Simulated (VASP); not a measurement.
Runs of VASP 6.6.1 on LuAlN2. The structure is that of space group P4/mmm (No. 123), or close to it. The cells are those of the table. 

```tsv
level	cell	gap on the mesh (eV)	pressure (GPa)
r2SCAN	a = 3.106, b = 3.106, c = 4.387 Å, 4 atoms	0.65	(a)
PBE	a = 3.224, b = 3.224, c = 4.557 Å, 4 atoms	(c)	-4.4
PBE	a = 3.193, b = 3.193, c = 4.512 Å, 4 atoms	(b)	0.8
r2SCAN	a = 3.202, b = 3.202, c = 4.523 Å, 4 atoms	0.94	-5.3
PBE	a = 3.127, b = 3.127, c = 4.420 Å, 4 atoms	0.34	14.2
```

Alike in all rows: task single point; potentials or basis VASP PAW PBE potentials, release 64 (Al, N, Lu); no spin polarisation; k mesh 6 × 6 × 6; cutoff (eV) 520; smearing gaussian 0.01 eV.

Task: Estimate the missing entries.

Result: (a) 16.0; (b) 0.43; (c) 0.25.

Caveats: spin-orbit coupling is left out, which moves the levels of the heavy elements; the cell stands under pressure (at least some runs); the PAW data sets were made with another functional, which shifts forces and pressure a little (at least some runs); the cell stands under tension (at least some runs).

A k mesh can miss the band edges, and the runs leave out spin-orbit coupling on Lu.
